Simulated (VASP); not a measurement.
# GdN (Fm-3m) in VASP: notebook, part 2 of 2

VASP 6.6.1. Earlier steps stand in the parts before.

### Step 3. Single point, PBEsol+U, collinear spin, ferrimagnetic start

This run uses another cell than the first one, of 15.09 Å³/atom, 1.020 times its volume.

Input file INCAR:

```
PREC = Accurate ; ENCUT = 520
EDIFF = 1E-7 ; ISMEAR = 0
SIGMA = 0.05 ; LREAL = F
LASPH = T ; NELM = 150
ALGO = Normal ; ISIF = 2
LWAVE = F ; LCHARG = F
ISPIN = 2 ; MAGMOM = 7.62 -0.16
LORBIT = 11 ; LMAXMIX = 6
LDAU = T ; LDAUTYPE = 2
LDAUL = 3 -1 ; LDAUU = 6 0
LDAUJ = 0 0 ; LDAUPRINT = 1
GGA = PS ; NBANDS = 22
```

Input file KPOINTS:

```
Automatic mesh
0
Gamma
  8 8 8
```

Input file POSCAR:

```
GdN
1.0
    0.0000000000      2.4710786123      2.4710786123
    2.4710786123      0.0000000000      2.4710786123
    2.4710786123      2.4710786123      0.0000000000
Gd N
1 1
Direct
    0.5000000000      0.5000000000      0.5000000000
    0.0000000000      0.0000000000      0.0000000000
```

Potentials or basis: VASP PAW PBE potentials, release 64 (Gd, N).

Command:

```
$ cat potpaw_PBE.64/Gd/POTCAR potpaw_PBE.64/N/POTCAR > POTCAR
$ mpirun -np 1 vasp_std > vasp.out
```

OUTCAR:

```text
PREC = Accurate
   ENCUT = 520
   EDIFF = 1E-7
   ISMEAR = 0
   LREAL = F
   LASPH = T
   NELM = 150
   ISIF = 2
   ISPIN = 2
   LORBIT = 11
   GGA = PS

 ion  position               nearest neighbor table
   1  0.500  0.500  0.500-   2 2.47   2 2.47   2 2.47   2 2.47   2 2.47   2 2.47
   2  0.000  0.000  0.000-   1 2.47   1 2.47   1 2.47   1 2.47   1 2.47   1 2.47

  LATTYP: Found a face centered cubic cell.
 ALAT       =     4.9421572246

  Lattice vectors:

 A1 = (   0.0000000000,   2.4710786123,   2.4710786123)
 A2 = (   2.4710786123,   0.0000000000,   2.4710786123)
 A3 = (   2.4710786123,   2.4710786123,   0.0000000000)

Analysis of symmetry for initial positions (statically):
=====================================================================
 Subroutine PRICEL returns:
 Original cell was already a primitive cell.

 Routine SETGRP: Setting up the symmetry group for a
 face centered cubic supercell.

 Subroutine GETGRP returns: Found 48 space group operations
 (whereof 48 operations were pure point group operations)
 out of a pool of 48 trial point group operations.

The static configuration has the point symmetry O_h .

Analysis of symmetry for dynamics (positions and initial velocities):
=====================================================================
 Subroutine PRICEL returns:
 Original cell was already a primitive cell.

 Routine SETGRP: Setting up the symmetry group for a
 face centered cubic supercell.

 Subroutine GETGRP returns: Found 48 space group operations
 (whereof 48 operations were pure point group operations)
 out of a pool of 48 trial point group operations.

The dynamic configuration has the point symmetry O_h .

Analysis of structural, dynamic, and magnetic symmetry:
=====================================================================
 Subroutine PRICEL returns:
 Original cell was already a primitive cell.

 Routine SETGRP: Setting up the symmetry group for a
 face centered cubic supercell.

 Subroutine GETGRP returns: Found 48 space group operations
 (whereof 48 operations were pure point group operations)
 out of a pool of 48 trial point group operations.
[... 163 lines left out ...]
 -0.0000  0.0000  0.0000  0.0108  0.0000  0.0000  0.0000
  0.0000 -0.0000  0.0000  0.0000  0.0063 -0.0000 -0.0035
  0.0000 -0.0000  0.0000  0.0000 -0.0000  0.0036  0.0000
 -0.0000  0.0000  0.0000  0.0000 -0.0035  0.0000  0.0081

 occupancies and eigenvectors

  o =  0.0004  v =  0.0000  0.0000  0.0000  0.0000  0.0000  0.0000  0.0000 -0.0000 -1.0000  0.0000  0.0000 -0.0000 -0.0000 -0.0000      0.0000  0.0000  0.0000  0.0000  0.0000  0.0000  0.0000  0.0000  0.0000  0.0000  0.0000  0.0000  0.0000  0.0000
  o =  0.0036  v =  0.0000  0.0000  0.0000  0.0000  0.0000  0.0000  0.0000 -0.6124  0.0000  0.7906 -0.0000 -0.0015 -0.0002 -0.0012      0.0000  0.0000  0.0000  0.0000  0.0000  0.0000  0.0000  0.0000  0.0000  0.0000  0.0000  0.0000  0.0000  0.0000
  o =  0.0036  v =  0.0000  0.0000  0.0000  0.0000  0.0000  0.0000  0.0000 -0.0012 -0.0000  0.0015 -0.0000  0.7906  0.0001  0.6124      0.0000  0.0000  0.0000  0.0000  0.0000  0.0000  0.0000  0.0000  0.0000  0.0000  0.0000  0.0000  0.0000  0.0000
  o =  0.0036  v =  0.0000  0.0000  0.0000  0.0000  0.0000  0.0000  0.0000  0.0001  0.0000 -0.0002  0.0000  0.0001 -1.0000  0.0001      0.0000  0.0000  0.0000  0.0000  0.0000  0.0000  0.0000  0.0000  0.0000  0.0000  0.0000  0.0000  0.0000  0.0000
  o =  0.0108  v =  0.0000  0.0000  0.0000  0.0000  0.0000  0.0000  0.0000  0.0000  0.0000  0.0000 -1.0000  0.0005 -0.0000 -0.0006      0.0000  0.0000  0.0000  0.0000  0.0000  0.0000  0.0000  0.0000  0.0000  0.0000  0.0000  0.0000  0.0000  0.0000
  o =  0.0108  v =  0.0000  0.0000  0.0000  0.0000  0.0000  0.0000  0.0000  0.7906  0.0000  0.6124  0.0000 -0.0002  0.0000  0.0003      0.0000  0.0000  0.0000  0.0000  0.0000  0.0000  0.0000  0.0000  0.0000  0.0000  0.0000  0.0000  0.0000  0.0000
  o =  0.0108  v =  0.0000  0.0000  0.0000  0.0000  0.0000  0.0000  0.0000 -0.0003 -0.0000 -0.0002 -0.0007 -0.6124  0.0000  0.7906      0.0000  0.0000  0.0000  0.0000  0.0000  0.0000  0.0000  0.0000  0.0000  0.0000  0.0000  0.0000  0.0000  0.0000
  o =  0.9887  v =  0.0000  1.0000 -0.0000 -0.0000 -0.0000  0.0000  0.0000  0.0000  0.0000  0.0000  0.0000  0.0000  0.0000  0.0000      0.0000  0.0000  0.0000  0.0000  0.0000  0.0000  0.0000  0.0000  0.0000  0.0000  0.0000  0.0000  0.0000  0.0000
  o =  0.9901  v = -0.0001 -0.0000  0.0001 -0.0000  0.4422  0.8290  0.3425  0.0000  0.0000  0.0000  0.0000  0.0000  0.0000  0.0000      0.0000  0.0000  0.0000  0.0000  0.0000  0.0000  0.0000  0.0000  0.0000  0.0000  0.0000  0.0000  0.0000  0.0000
  o =  0.9901  v =  0.0002  0.0000 -0.0003 -0.0000  0.6553 -0.5593  0.5076  0.0000  0.0000  0.0000  0.0000  0.0000  0.0000  0.0000      0.0000  0.0000  0.0000  0.0000  0.0000  0.0000  0.0000  0.0000  0.0000  0.0000  0.0000  0.0000  0.0000  0.0000
  o =  0.9901  v = -0.6124  0.0000  0.7906  0.0000  0.0002 -0.0003  0.0002  0.0000  0.0000  0.0000  0.0000  0.0000  0.0000  0.0000      0.0000  0.0000  0.0000  0.0000  0.0000  0.0000  0.0000  0.0000  0.0000  0.0000  0.0000  0.0000  0.0000  0.0000
  o =  0.9923  v = -0.0000  0.0000 -0.0000  0.9929 -0.0730  0.0000  0.0942  0.0000  0.0000  0.0000  0.0000  0.0000  0.0000  0.0000      0.0000  0.0000  0.0000  0.0000  0.0000  0.0000  0.0000  0.0000  0.0000  0.0000  0.0000  0.0000  0.0000  0.0000
  o =  0.9923  v =  0.0000  0.0000 -0.0000  0.1192  0.6080 -0.0000 -0.7849  0.0000  0.0000  0.0000  0.0000  0.0000  0.0000  0.0000      0.0000  0.0000  0.0000  0.0000  0.0000  0.0000  0.0000  0.0000  0.0000  0.0000  0.0000  0.0000  0.0000  0.0000
  o =  0.9923  v =  0.7906  0.0000  0.6124  0.0000  0.0000 -0.0000 -0.0000  0.0000  0.0000  0.0000  0.0000  0.0000  0.0000  0.0000      0.0000  0.0000  0.0000  0.0000  0.0000  0.0000  0.0000  0.0000  0.0000  0.0000  0.0000  0.0000  0.0000  0.0000

 number of electron      23.0000004 magnetization       7.0000187

 Free energy of the ion-electron system (eV)
  ---------------------------------------------------
  ext. energy  EPLUGINS =         0.00000000
  ---------------------------------------------------
  free energy    TOTEN  =       -23.64537719 eV

  energy without entropy =      -23.64488771  energy(sigma->0) =      -23.64513245

 E-fermi :   3.6811     XC(G=0): -11.9375

 val. band max:        3.6691763079   @ k =   0.1250   0.1250   0.0000
 cond. band min:       3.9635498598   @ k =   0.5000   0.5000   0.0000
 fundamental gap:      0.2943735519
 Fermi energy:         3.6811048576

 spin component 1

 k-point     1 :       0.0000    0.0000    0.0000
  band No.  band energies     occupation
      1     -39.7346      1.00000
      2     -16.7110      1.00000
      3     -16.7110      1.00000
      4     -16.7110      1.00000
      5      -9.0950      1.00000
      6      -2.3008      1.00000
[... 1193 lines left out ...]
     21      16.0864      0.00000
     22      16.9752      0.00000

 [... further k-points ...]
[... 5 lines left out ...]
  --------------------------------------------------------------------------------------
  -------------------------------------------------------------------------------------
  Total        0.1060392      0.1060392      0.1060392      0.0000000      0.0000000     -0.0000000
  in kB        5.6297259      5.6297259      5.6297259      0.0000000      0.0000000     -0.0000000
  external PRESSURE =       5.6297259 kB  Pullay stress =       0.0000000 kB

 VOLUME and BASIS-vectors are now :
 -----------------------------------------------------------------------------
  energy-cutoff  :      520.00
  volume of cell :       30.18
      direct lattice vectors                 reciprocal lattice vectors
     0.000000000  2.471078612  2.471078612    -0.202340791  0.202340791  0.202340791
     2.471078612  0.000000000  2.471078612     0.202340791 -0.202340791  0.202340791
     2.471078612  2.471078612  0.000000000     0.202340791  0.202340791 -0.202340791

 POSITION                                       TOTAL-FORCE (eV/Angst)
 -----------------------------------------------------------------------------------
      2.47108      2.47108      2.47108        -0.000000      0.000000      0.000000
      0.00000      0.00000      0.00000         0.000000     -0.000000     -0.000000
 -----------------------------------------------------------------------------------
    total drift:                                0.000000      0.000000      0.000000

  FREE ENERGIE OF THE ION-ELECTRON SYSTEM (eV)
  ---------------------------------------------------
  free  energy   TOTEN  =       -23.6453771937 eV

  energy  without entropy=      -23.6448877136  energy(sigma->0) =      -23.64513245

 total charge

# of ion       s       p       d       f       tot
--------------------------------------------------
    1        2.035   5.654   0.565   6.972  15.225
    2        1.244   2.384   0.000   0.000   3.628
--------------------------------------------------
tot          3.279   8.038   0.565   6.972  18.854

 magnetization (x)

# of ion       s       p       d       f       tot
--------------------------------------------------
    1       -0.004  -0.075   0.075   6.887   6.883
    2       -0.010  -0.111   0.000   0.000  -0.120
--------------------------------------------------
tot         -0.014  -0.186   0.075   6.887   6.762
```

OSZICAR:

```text
N       E                     dE             d eps       ncg     rms          rms(c)
DAV:   1     0.130916820710E+03    0.13092E+03   -0.79047E+03  3446   0.524E+03
DAV:   2    -0.132163771498E+01   -0.13224E+03   -0.11374E+03  3436   0.461E+02
[... 11 lines left out ...]
DAV:  14    -0.236453836810E+02    0.13112E-04   -0.16535E-04  4068   0.128E-01    0.304E-01
DAV:  15    -0.236453757203E+02    0.79607E-05   -0.25249E-05  4358   0.887E-02    0.102E-01
DAV:  16    -0.236453764182E+02   -0.69798E-06   -0.29562E-06  4514   0.246E-02    0.527E-02
DAV:  17    -0.236453769519E+02   -0.53369E-06   -0.71547E-07  4154   0.171E-02    0.222E-02
DAV:  18    -0.236453771808E+02   -0.22889E-06   -0.12856E-07  2372   0.108E-02    0.650E-03
DAV:  19    -0.236453771937E+02   -0.12844E-07   -0.48310E-08  1982   0.305E-03
   1 F= -.23645377E+02 E0= -.23645132E+02  d E =-.489480E-03  mag=     7.0000
```

stdout:

```text
POSCAR found type information on POSCAR GdN
 POSCAR found :  2 types and       2 ions
 scaLAPACK will be used
 -----------------------------------------------------------------------------
|                                                                             |
|                                                                             |
|     You enforced a specific xc type in the INCAR file but a different       |
|     I HOPE YOU KNOW WHAT YOU ARE DOING!                                     |
|                                                                             |
 -----------------------------------------------------------------------------

 LDA part: xc-table for (Slater+PW92), standard interpolation
 POSCAR, INCAR and KPOINTS ok, starting setup
 FFT: planning ... GRIDC
 FFT: planning ... GRID_SOFT
 FFT: planning ... GRID
 WAVECAR not read
 entering main loop
```

It took 70 s on 1 thread of Intel Xeon Platinum 8488C (Sapphire Rapids), shared host; peak memory 0.2 GiB.

Results:

- Free energy: -23.6454 eV
- Pressure: 0.6 GPa
- Band gap on the k mesh: zero (filled and empty bands overlap)
- Net moment: 7.00 μB per cell
- Site moments: Gd +6.88; N -0.12 μB
- Valence electrons inside the program's atomic spheres: Gd 15.22; N 3.63

Levels at points of the mesh, in eV from the Fermi level:
Spin up:
```csv
k point,band 12,band 13,band 14,band 15,band 16,band 17,band 18,band 19
"(0.00, 0.00, 0.00)",-5.72,0.33,0.33,0.33,2.70,2.70,2.70,3.64
"(0.50, 0.00, 0.00)",-5.68,-4.25,-2.40,-2.40,5.48,6.23,6.23,6.85
"(0.50, 0.50, 0.00)",-5.77,-1.13,-0.36,-0.04,-0.04,6.86,7.04,8.03
```
Spin down:
| k point | band 6 | band 7 | band 8 | band 9 | band 10 | band 11 |
| --- | --- | --- | --- | --- | --- | --- |
| (0.00, 0.00, 0.00) | -0.29 | -0.29 | -0.29 | 3.51 | 3.51 | 3.51 |
| (0.50, 0.00, 0.00) | -3.99 | -2.32 | -2.32 | 4.69 | 5.10 | 5.10 |
| (0.50, 0.50, 0.00) | -0.81 | -0.33 | -0.33 | 0.28 | 5.18 | 5.21 |

Eigenvalues of the final occupation matrices:
```csv
site,spin,trace,eigenvalues
site 1 f,1,6.94,0.99 0.99 0.99 0.99 0.99 0.99 0.99
site 1 f,2,0.04,0.00 0.00 0.00 0.00 0.01 0.01 0.01
```

Caveat: the PAW data sets were made with another functional, which shifts forces and pressure a little; spin-orbit coupling is left out, which moves the levels of the heavy elements; a cell with one magnetic atom can't hold antiferromagnetic order, which such compounds often take. The state reached can hang on the start; a lower one may exist.
